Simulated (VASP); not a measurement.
# In (I4/mmm) in VASP: further runs, part 2 of 2

VASP 6.6.1.

## Step 3: Electric field gradients, r2SCAN

This run uses another cell than the first one, of 26.48 Å³/atom.

Input file POSCAR:

```
In
1.0
   -1.6297352700      1.6297352700      2.4928993500
    1.6297352700     -1.6297352700      2.4928993500
    1.6297352700      1.6297352700     -2.4928993500
In
1
Direct
    0.0000000000      0.0000000000      0.0000000000
```

Input file INCAR.step1:

```
  PREC = Accurate
  ENCUT = 520
  ISMEAR = -1
  SIGMA = 0.03
  LREAL = False
  LASPH = True
  NELM = 80
  NBANDS = 12
  GGA = PE
  ALGO = Normal
  EDIFF = 1E-4
  LWAVE = True
  LCHARG = False
```

Input file INCAR.step2:

```
  PREC = Accurate
  ENCUT = 520
  EDIFF = 1E-8
  ISMEAR = -1
  SIGMA = 0.03
  LREAL = False
  LASPH = True
  NELM = 80
  ALGO = Normal
  ISIF = 2
  LWAVE = False
  LCHARG = False
  METAGGA = R2SCAN
  LMIXTAU = True
  LEFG = True
  NBANDS = 12
  ISTART = 1
```

Input file KPOINTS:

```
regular mesh
0
Gamma
  14 14 14
```

Potentials or basis: VASP PAW PBE potentials, release 64 (In_d).

Started as:

```
$ cat potpaw_PBE.64/In_d/POTCAR > POTCAR
$ cp INCAR.step1 INCAR
$ mpirun -np 1 vasp_std > vasp.out
$ cp INCAR.step2 INCAR
$ mpirun -np 1 vasp_std > vasp.out
```

OUTCAR:

```text
PREC = Accurate
   ENCUT = 520
   EDIFF = 1E-8
   ISMEAR = -1
   LREAL = False
   LASPH = True
   NELM = 80
   ISIF = 2
   METAGGA = R2SCAN
   ISTART = 1

 ion  position               nearest neighbor table
   1  0.000  0.000  0.000-

  LATTYP: Found a body centered tetragonal cell.
 ALAT       =     3.2594705400
 C/A-ratio  =     1.5296345338

  Lattice vectors:

 A1 = (  -1.6297352700,   1.6297352700,   2.4928993500)
 A2 = (   1.6297352700,  -1.6297352700,   2.4928993500)
 A3 = (   1.6297352700,   1.6297352700,  -2.4928993500)

Analysis of symmetry for initial positions (statically):
=====================================================================
 Subroutine PRICEL returns:
 Original cell was already a primitive cell.

 Routine SETGRP: Setting up the symmetry group for a
[... 543 lines left out ...]
  external PRESSURE =      -3.6930389 kB  Pullay stress =       0.0000000 kB

 VOLUME and BASIS-vectors are now :
 -----------------------------------------------------------------------------
  energy-cutoff  :      520.00
  volume of cell :       26.48
      direct lattice vectors                 reciprocal lattice vectors
    -1.629735270  1.629735270  2.492899350     0.000000000  0.306798294  0.200569670
     1.629735270 -1.629735270  2.492899350     0.306798294  0.000000000  0.200569670
     1.629735270  1.629735270 -2.492899350     0.306798294  0.306798294  0.000000000

 POSITION                                       TOTAL-FORCE (eV/Angst)
 -----------------------------------------------------------------------------------
      0.00000      0.00000      0.00000         0.000000      0.000000      0.000000
 -----------------------------------------------------------------------------------
    total drift:                               -0.000000     -0.000000     -0.000000

  FREE ENERGIE OF THE ION-ELECTRON SYSTEM (eV)
  ---------------------------------------------------
  free  energy   TOTEN  =       -22.5763746210 eV

  energy  without entropy=      -22.5752832593  energy(sigma->0) =      -22.57582894

 Electric field gradients (V/A^2)
---------------------------------------------------------------------
 ion       V_xx      V_yy      V_zz      V_xy      V_xz      V_yz
---------------------------------------------------------------------
   1     -13.837   -13.837    27.673     0.001     0.001     0.001
---------------------------------------------------------------------

 Electric field gradients after diagonalization (V/A^2)
 (convention: |V_zz| > |V_xx| > |V_yy|)
----------------------------------------------------------------------
 ion       V_xx      V_yy      V_zz     asymmetry (V_yy - V_xx)/ V_zz
----------------------------------------------------------------------
   1     -13.837   -13.836    27.673       0.000
----------------------------------------------------------------------

           NMR quadrupolar parameters

 Cq : quadrupolar parameter    Cq=e*Q*V_zz/h
 eta: asymmetry parameters     (V_yy - V_xx)/ V_zz
 Q  : nuclear electric quadrupole moment in mb (millibarn)
----------------------------------------------------------------------
 ion       Cq(MHz)       eta       Q (mb)
----------------------------------------------------------------------
   1       0.067       0.000       1.000
----------------------------------------------------------------------
```

OUTCAR.step1:

```text
PREC = Accurate
   ENCUT = 520
   ISMEAR = -1
   LREAL = False
   LASPH = True
   NELM = 80
[... 576 lines left out ...]
 POSITION                                       TOTAL-FORCE (eV/Angst)
 -----------------------------------------------------------------------------------
      0.00000      0.00000      0.00000        -0.000000      0.000000      0.000000
 -----------------------------------------------------------------------------------
    total drift:                               -0.000000     -0.000000     -0.000000

  FREE ENERGIE OF THE ION-ELECTRON SYSTEM (eV)
  ---------------------------------------------------
  free  energy   TOTEN  =        -2.5580484286 eV

  energy  without entropy=       -2.5568305736  energy(sigma->0) =       -2.55743950
```

OSZICAR.step1:

```text
N       E                     dE             d eps       ncg     rms          rms(c)
DAV:   1     0.782030311347E+02    0.78203E+02   -0.63212E+03  5940   0.136E+03
DAV:   2     0.118420456692E+01   -0.77019E+02   -0.75030E+02  6084   0.290E+02
DAV:   3    -0.249675181293E+01   -0.36810E+01   -0.36713E+01  7032   0.641E+01
DAV:   4    -0.258096622974E+01   -0.84214E-01   -0.84192E-01  7448   0.964E+00
DAV:   5    -0.258487400279E+01   -0.39078E-02   -0.39076E-02  8112   0.182E+00    0.224E+00
DAV:   6    -0.256257317098E+01    0.22301E-01   -0.36049E-02  7468   0.385E+00    0.111E+00
DAV:   7    -0.255829331540E+01    0.42799E-02   -0.11434E-02  7700   0.200E+00    0.253E-01
DAV:   8    -0.255804257643E+01    0.25074E-03   -0.90688E-04  8004   0.499E-01    0.331E-02
DAV:   9    -0.255804842858E+01   -0.58521E-05   -0.10398E-05  3972   0.502E-02
   1 F= -.25580484E+01 E0= -.25574395E+01  d E =-.121785E-02
```

It took 5 min on 1 thread of Intel Xeon Platinum 8488C (Sapphire Rapids), shared host; peak memory 0.22 GiB.

What came out:

```yaml
Free_energy: -22.5764 eV
Pressure: -0.4 GPa
Band_gap_on_the_k_mesh: zero (an odd number of electrons rules out a gap without spin polarisation)
Largest_electric_field_gradient_by_atom: In +27.7 V/Å²
```

Electric field gradients, principal values (V/Å²):
```tsv
atom	least	middle	greatest (by size)
1 In	-13.836	-13.837	27.673
```

Caveat: without QUAD_EFG the Cq values of the log hold for a quadrupole moment of 1 mb, not for the nuclei; the PAW data sets were made with another functional, which shifts forces and pressure a little; spin-orbit coupling is left out, which moves the levels of the heavy elements.
